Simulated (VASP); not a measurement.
# B8N7 (a cell with a defect) in VASP: relaxation of the atoms with PBE

Aim: the relaxation of the atoms of B8N7 (a cell with a defect) with PBE.

All numbers are computed with VASP 6.6.1; they aren't measurements. Logs are shortened: lines on timing, memory, paths and dates and some standing lists are left out, and cuts for length are marked.

## Step 1: The cell of the first run

The cell holds a defect, 15 atoms: a = 4.937 Å, b = 4.937 Å, c = 5.109 Å, α = 104.99°, β = 104.99°, γ = 117.68°.

## Step 2: Relaxation of the atoms, PBE (atoms taken out)

Contents of INCAR:

```
SYSTEM = B8N7
ALGO = Normal ; EDIFF = 1E-7
EDIFFG = -0.02 ; ENCUT = 520
GGA = PE ; GGA_COMPAT = .FALSE.
IBRION = 2 ; ISIF = 2
ISMEAR = 0 ; KPAR = 4
LASPH = .TRUE. ; LCHARG = .FALSE.
LREAL = .FALSE. ; LWAVE = .FALSE.
NELECT = 56.0 ; NELM = 120
NELMIN = 4 ; NSW = 70
PREC = Accurate ; SIGMA = 0.05
```

Contents of KPOINTS:

```
k-points
0
G
  6 6 6
  0 0 0
```

Contents of POSCAR:

```
B8N7
1.0
   -1.2772900481      2.2123312592     -4.2245145362
   -1.2772900481      2.2123312592      4.2245145362
    5.1091601921      0.0000000001      0.0000000000
B N
8 7
Direct
    0.6667637393      0.6665695940      0.3333333333
    0.1667637393      0.1665695940      0.3333333333
    0.6667637393      0.6665695940      0.8333333333
    0.1667637393      0.1665695940      0.8333333333
    0.0834304060      0.5832362607      0.1666666667
    0.5834304060      0.0832362607      0.1666666667
    0.0834304060      0.5832362607      0.6666666667
    0.5834304060      0.0832362607      0.6666666667
    0.3540695940      0.9792637393      0.3333333333
    0.8540695940      0.4792637393      0.8333333333
    0.3540695940      0.9792637393      0.8333333333
    0.2707362607      0.3959304060      0.1666666667
    0.7707362607      0.8959304060      0.1666666667
    0.2707362607      0.3959304060      0.6666666667
    0.7707362607      0.8959304060      0.6666666667
```

Potentials or basis: VASP PAW PBE potentials, release 64 (B, N).

Run with:

```
> cat potpaw_PBE.64/B/POTCAR potpaw_PBE.64/N/POTCAR > POTCAR
> mpirun -np 4 vasp_std > vasp.out
```

OUTCAR:

```text
SYSTEM = B8N7
   EDIFF = 1E-7
   EDIFFG = -0.02
   ENCUT = 520
   GGA = PE
   IBRION = 2
   ISIF = 2
   ISMEAR = 0
   LASPH = .TRUE.
   LREAL = .FALSE.
   NELECT = 56.0
   NELM = 120
   NELMIN = 4
   NSW = 70
   PREC = Accurate

 ion  position               nearest neighbor table
   1  0.667  0.667  0.333-  13 1.57  12 1.57  15 1.57
   2  0.167  0.167  0.333-  12 1.57  13 1.57  14 1.57   9 1.58
   3  0.667  0.667  0.833-  15 1.57  14 1.57  13 1.57  10 1.58
   4  0.167  0.167  0.833-  14 1.57  15 1.57  12 1.57  11 1.58
   5  0.083  0.583  0.167-   9 1.57  10 1.57  12 1.58
   6  0.583  0.083  0.167-   9 1.57  11 1.57  13 1.58
   7  0.083  0.583  0.667-  10 1.57  11 1.57  14 1.58
   8  0.583  0.083  0.667-  11 1.57  10 1.57   9 1.57  15 1.58
   9  0.354  0.979  0.333-   6 1.57   5 1.57   8 1.57   2 1.58
  10  0.854  0.479  0.833-   7 1.57   8 1.57   5 1.57   3 1.58
  11  0.354  0.979  0.833-   8 1.57   7 1.57   6 1.57   4 1.58
  12  0.271  0.396  0.167-   2 1.57   1 1.57   4 1.57   5 1.58
  13  0.771  0.896  0.167-   1 1.57   2 1.57   3 1.57   6 1.58
  14  0.271  0.396  0.667-   4 1.57   3 1.57   2 1.57   7 1.58
  15  0.771  0.896  0.667-   3 1.57   4 1.57   1 1.57   8 1.58

  LATTYP: Found a face centered orthorhombic cell.
 ALAT       =     5.1091601922
 B/A-ratio  =     1.6537021261
 C/A-ratio  =     1.7320508075

  Lattice vectors:

 A1 = (   3.8318701440,   2.2123312593,   4.2245145362)
 A2 = (   2.5545800959,   4.4246625185,   0.0000000000)
 A3 = (  -1.2772900481,   2.2123312592,   4.2245145362)

Analysis of symmetry for initial positions (statically):
=====================================================================
 Subroutine PRICEL returns:
 Original cell was already a primitive cell.

 Routine SETGRP: Setting up the symmetry group for a
 face centered orthorhombic supercell.

 Subroutine GETGRP returns: Found  2 space group operations
 (whereof  2 operations were pure point group operations)
 out of a pool of  8 trial point group operations.

The static configuration has the point symmetry C_1h.

Analysis of symmetry for dynamics (positions and initial velocities):
=====================================================================
 Subroutine PRICEL returns:
 Original cell was already a primitive cell.

 Routine SETGRP: Setting up the symmetry group for a
 face centered orthorhombic supercell.

 Subroutine GETGRP returns: Found  2 space group operations
 (whereof  2 operations were pure point group operations)
 out of a pool of  8 trial point group operations.
[... 150 lines left out ...]
  Thomas-Fermi vector in A             =   2.496059
   LORBIT       =      0    0 simple, 1 ext, 2 COOP (PROOUT), +10 PAW based schemes
   GGA     = PE    functional components
   LHFCALC =     F    Hartree Fock is set to
   AEXX    =    0.0000 exact exchange contribution
   IVDW    =     0    specifies the selected vdW correction
   LEPSILON=     F    determine dielectric tensor
   LRPA    =     F    only Hartree local field effects (RPA)
 conjugate gradient relaxation of ions
 non-spin polarized calculation
 Gauss-broadening in eV      SIGMA  =   0.05
  energy-cutoff  :      520.00
  volume of cell :       95.50
 maximum number of plane-waves:      2616
 NGX is ok and might be reduce to    40
   NGX = 19   NGY = 19   NGZ = 19

--------------------------------------- Ionic step        1  -------------------------------------------

 number of electron      56.0000003 magnetization

 Free energy of the ion-electron system (eV)
  ---------------------------------------------------
  ext. energy  EPLUGINS =         0.00000000
  ---------------------------------------------------
  free energy    TOTEN  =      -144.54610414 eV

  energy without entropy =     -144.54025611  energy(sigma->0) =     -144.54318012

------------------------ aborting loop because EDIFF is reached ----------------------------------------

  FORCE on cell =-STRESS in cart. coord.  units (eV):
  Direction    XX          YY          ZZ          XY          YZ          ZX
  --------------------------------------------------------------------------------------
  -------------------------------------------------------------------------------------
  Total      -36.2282800    -36.6804914    -36.9470459      0.3916265     -0.1139374     -0.1973457
  in kB     -607.7875760   -615.3741474   -619.8460285      6.5701635     -1.9114821     -3.3107905
  external PRESSURE =    -614.3359173 kB  Pullay stress =       0.0000000 kB
[... 128 lines left out ...]
  FREE ENERGIE OF THE ION-ELECTRON SYSTEM (eV)
  ---------------------------------------------------
  free  energy   TOTEN  =      -147.1381095191 eV

  energy  without entropy=     -147.1365201355  energy(sigma->0) =     -147.13731483

[... ionic steps 4 to 15 ...]

--------------------------------------- Ionic step       16  -------------------------------------------

 number of electron      56.0000003 magnetization

------------------------ aborting loop because EDIFF is reached ----------------------------------------
[... 93 lines left out ...]
--------------------------------------- Ionic step       18  -------------------------------------------

 number of electron      56.0000003 magnetization

 Free energy of the ion-electron system (eV)
  ---------------------------------------------------
  ext. energy  EPLUGINS =         0.00000000
  ---------------------------------------------------
  free energy    TOTEN  =      -147.81120286 eV

  energy without entropy =     -147.81110992  energy(sigma->0) =     -147.81115639

 E-fermi :   5.8917     XC(G=0): -11.8979

 val. band max:        5.8408005933   @ k =   0.0000   0.0000   0.0000
 cond. band min:       5.9425241715   @ k =   0.0000   0.0000   0.0000
 fundamental gap:      0.1017235782
 Fermi energy:         5.8916566664

 k-point     1 :       0.0000    0.0000    0.0000
  band No.  band energies     occupation
      1     -13.3989      2.00000
      2      -9.9715      2.00000
      3      -9.5945      2.00000
      4      -9.4120      2.00000
      5      -9.0041      2.00000
      6      -8.8098      2.00000
[... 925 lines left out ...]
     35      15.4427      0.00000
     36      15.6864      0.00000

 [... further k-points ...]

------------------------ aborting loop because EDIFF is reached ----------------------------------------

  FORCE on cell =-STRESS in cart. coord.  units (eV):
  Direction    XX          YY          ZZ          XY          YZ          ZX
  --------------------------------------------------------------------------------------
  -------------------------------------------------------------------------------------
  Total      -25.2684193    -25.6374929    -29.3462104      0.3196271     -0.7995120     -1.3847937
  in kB     -423.9183128   -430.1101150   -492.3298055      5.3622580    -13.4130982    -23.2321388
  external PRESSURE =    -448.7860778 kB  Pullay stress =       0.0000000 kB
[... 30 lines left out ...]
  FREE ENERGIE OF THE ION-ELECTRON SYSTEM (eV)
  ---------------------------------------------------
  free  energy   TOTEN  =      -147.8112028558 eV

  energy  without entropy=     -147.8111099192  energy(sigma->0) =     -147.81115639

 reached required accuracy - stopping structural energy minimisation
```

CONTCAR:

```text
B8N7
   1.00000000000000
    -1.2772900481000000    2.2123312592000000   -4.2245145362000001
    -1.2772900481000000    2.2123312592000000    4.2245145362000001
     5.1091601921000001    0.0000000001000000    0.0000000000000000
  B               N
     8     7
Direct
     0.6320717801389250    0.7097550084128748    0.3418267885517925
[... 19 lines left out ...]
  0.00000000E+00  0.00000000E+00  0.00000000E+00
  0.00000000E+00  0.00000000E+00  0.00000000E+00
  0.00000000E+00  0.00000000E+00  0.00000000E+00
  0.00000000E+00  0.00000000E+00  0.00000000E+00
  0.00000000E+00  0.00000000E+00  0.00000000E+00
  0.00000000E+00  0.00000000E+00  0.00000000E+00
  0.00000000E+00  0.00000000E+00  0.00000000E+00
  0.00000000E+00  0.00000000E+00  0.00000000E+00
  0.00000000E+00  0.00000000E+00  0.00000000E+00
  0.00000000E+00  0.00000000E+00  0.00000000E+00
  0.00000000E+00  0.00000000E+00  0.00000000E+00
```

Run time: 14 min. Hardware: 4 MPI ranks of Intel Xeon Platinum 8488C (Sapphire Rapids), shared host; peak memory 0.34 GiB.

Results:

| Quantity | Value |
| --- | --- |
| Free energy | -147.8112 eV |
| Energy gained by relaxing | 217.7 meV/atom |
| Ionic steps | 18 |
| Largest force after relaxing | 0.010 eV/Å |

Forces in eV/Å, atoms in the order of the input:
```
B    0.007  0.004  0.006
B    0.000  0.000  0.002
B    0.007 -0.005 -0.002
B   -0.001  0.009 -0.002
B   -0.008 -0.003  0.003
B   -0.006 -0.006  0.003
B    0.002  0.001  0.010
B    0.005  0.003  0.004
N   -0.006 -0.003 -0.005
N    0.005  0.000 -0.002
N    0.002  0.005 -0.002
N    0.001  0.001 -0.003
N    0.002  0.000 -0.003
N   -0.004 -0.003 -0.005
N   -0.005 -0.003 -0.002
```

Step by step:
```tsv
step	energy change (eV)	largest force (eV/Å)	pressure (GPa)
1	0.0000	4.1796	-61.43
2	-2.5651	2.1174	-49.47
3	-2.5920	2.5308	-48.42
4	-2.3620	3.8125	-39.17
5	-3.1118	1.4787	-44.94
6	-3.1643	1.0010	-45.62
7	-3.2316	0.5222	-45.41
8	-3.2542	0.2408	-45.40
9	-3.2544	0.2779	-45.39
10	-3.2634	0.1206	-44.86
11	-3.2638	0.0880	-44.95
12	-3.2645	0.1158	-44.82
13	-3.2647	0.0575	-44.86
14	-3.2650	0.0436	-44.87
15	-3.2650	0.0455	-44.87
16	-3.2651	0.0313	-44.87
17	-3.2651	0.0253	-44.87
18	-3.2651	0.0099	-44.88
```

Final structure:
```
CELL_PARAMETERS angstrom
-1.27729 2.21233 -4.22451
-1.27729 2.21233 4.22451
5.10916 0.00000 0.00000
ATOMIC_POSITIONS crystal
B 0.63207 0.70975 0.34183
B 0.16179 0.17307 0.33485
B 0.66855 0.66533 0.82986
B 0.16453 0.16130 0.82986
B 0.11842 0.59818 0.13599
B 0.53781 0.01757 0.13599
B 0.12782 0.59625 0.72407
B 0.58767 0.08046 0.66813
N 0.35138 0.98140 0.33278
N 0.85254 0.47507 0.83186
N 0.35679 0.97932 0.83186
N 0.26972 0.39884 0.16699
N 0.76815 0.89727 0.16699
N 0.27189 0.39509 0.66698
N 0.77679 0.89184 0.66863
```

Caveat: the cell carries a net charge on a neutralising background, which shifts energy and pressure; the cell differs from its parent crystal (atoms taken out); the cell is charged against a uniform background, so pressure and absolute levels hang on convention.
